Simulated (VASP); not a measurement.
Input of a VASP 6.6.1 run:

INCAR

```
  PREC = Accurate
  ENCUT = 520
  EDIFF = 1E-6
  ISMEAR = 0
  SIGMA = 0.02
  LREAL = False
  LASPH = True
  NELM = 100
  ALGO = Normal
  ISIF = 2
  LWAVE = False
  LCHARG = True
  GGA = PE
  LELF = True
  LVHAR = True
  NBANDS = 26
```

KPOINTS

```
regular mesh
0
Gamma
  8 8 6
```

POSCAR

```
ZnS
1.0
    2.6939428673      2.6939428673      0.0000000000
   -2.7215419772      2.7215419772      0.0000000000
    0.0000000000      0.0000000000      5.4760116772
Zn S
2 2
Direct
    0.0000000000      0.0000000000      0.0008679727
    0.5000000000      0.5000000000      0.5008679727
    0.5000000000      0.0000000000      0.7491320273
    0.0000000000      0.5000000000      0.2491320273
```

Potentials or basis: VASP PAW PBE potentials, release 64 (Zn, S).

Launch:

```bash
$ cat potpaw_PBE.64/Zn/POTCAR potpaw_PBE.64/S/POTCAR > POTCAR
$ mpirun -np 1 vasp_std > vasp.out
```

Question: Predict the band gap on the k mesh.

Answer: 2.00 eV.

Question: Predict the pressure.

Answer: 0.5 GPa.

Stress tensor (GPa, compression positive):
```
0.61 0.47 0.00
0.47 0.61 0.00
0.00 0.00 0.14
```

Caveat: the cell differs from its parent crystal (uniaxial strain along a: -1.0 %, then relaxed in part).
